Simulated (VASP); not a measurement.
**BaHfO3: single point with PBE**

Crystal: BaHfO3.

```
Ba Hf O
1.0
     4.20613    0.00000    0.00000
     0.00000    4.20613    0.00000
     0.00000    0.00000    4.20613
Ba Hf O
1 1 3
Direct
  0.50000 0.50000 0.50000
  0.00000 0.00000 0.00000
  0.00000 0.00000 0.50000
  0.50000 0.00000 0.00000
  0.00000 0.50000 0.00000
```

```yaml
Program: VASP 6.6.1
Task: single point
Functional: PBE
Potentials_or_basis: VASP PAW PBE potentials, release 64 (Ba_sv, Hf_pv, O)
Cutoff: 520 eV
k_mesh: 6 × 6 × 6
Occupations: gaussian, width 0.01 eV
Spin: no spin polarisation
```

The pressure is -0.6 GPa and the band gap on the k mesh is 3.54 eV (least direct gap 3.78 eV).

Levels at points of the mesh, in eV from the valence-band top:
```csv
k point,band 16,band 17,band 18,band 19,band 20,band 21,band 22,band 23
"(0.00, 0.00, 0.00)",-0.95,-0.24,-0.24,-0.24,3.54,3.54,3.54,4.67
"(0.50, 0.00, 0.00)",-1.69,-1.63,-0.55,-0.55,4.07,6.20,6.20,6.41
"(0.50, 0.50, 0.00)",-1.07,-0.93,-0.93,-0.08,6.10,6.10,6.46,6.81
"(0.50, 0.50, 0.50)",-2.50,0.00,0.00,0.00,5.94,5.94,5.94,7.62
```

Run time: 20 s on 1 thread of AMD EPYC 9R45 96-Core Processor (Zen 5), with other jobs on the host, peak memory 0.17 GiB.

Caveat: spin-orbit coupling is left out, which moves the levels of the heavy elements. A k mesh can miss the band edges.
